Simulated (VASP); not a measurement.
## SnO: single point with r2SCAN

SnO:

```
Sn O
1.0
     3.78810    0.00000    0.00000
     0.00000    3.78810    0.00000
     0.00000    0.00000    4.85411
Sn O
2 2
Direct
  0.50000 0.00000 0.76463
  0.00000 0.50000 0.23537
  0.00000 0.00000 0.00000
  0.50000 0.50000 0.00000
```

| Item | Value |
| --- | --- |
| Program | VASP 6.6.1 |
| Task | single point |
| Functional | r2SCAN |
| Potentials or basis | VASP PAW PBE potentials, release 64 (Sn_d, O) |
| Cutoff | 520 eV |
| k mesh | 7 × 7 × 6 |
| Occupations | fermi-dirac, width 0.05 eV |
| Spin | no spin polarisation |
| Dipole correction | no |
| Further INCAR settings | ALGO = Normal; EDIFF = 1e-06; NBANDS = 28 |

The pressure is 2.2 GPa. The largest force is 0.313 eV/Å and the band gap on the k mesh is 0.42 eV (least direct gap 2.36 eV).

Forces on the atoms (eV/Å):
```
Sn   0.000  0.000 -0.313
Sn   0.000  0.000  0.313
O    0.000  0.000  0.000
O    0.000  0.000  0.000
```

Stress tensor (GPa, compression positive):
```
2.33 0.00 0.00
0.00 2.33 0.00
0.00 0.00 1.91
```

Levels at points of the mesh, in eV from the valence-band top:
```
           k point  band 17  band 18  band 19  band 20  band 21  band 22  band 23  band 24
(0.00, 0.00, 0.00)    -4.01    -3.71    -3.71     0.00     2.40     4.49     4.92     4.92
(0.00, 0.00, 0.50)    -3.72    -3.72    -3.12    -2.63     1.94     3.15     3.15     3.84
```

Wall time 5.5 min on 1 thread of Intel Xeon 8259CL, with other jobs on the host, peak memory 0.21 GiB.

Caveat: the PAW data sets were made with another functional, which shifts forces and pressure a little; spin-orbit coupling is left out, which moves the levels of the heavy elements; an odd mesh through Γ misses points on the zone boundary, where band edges can lie.
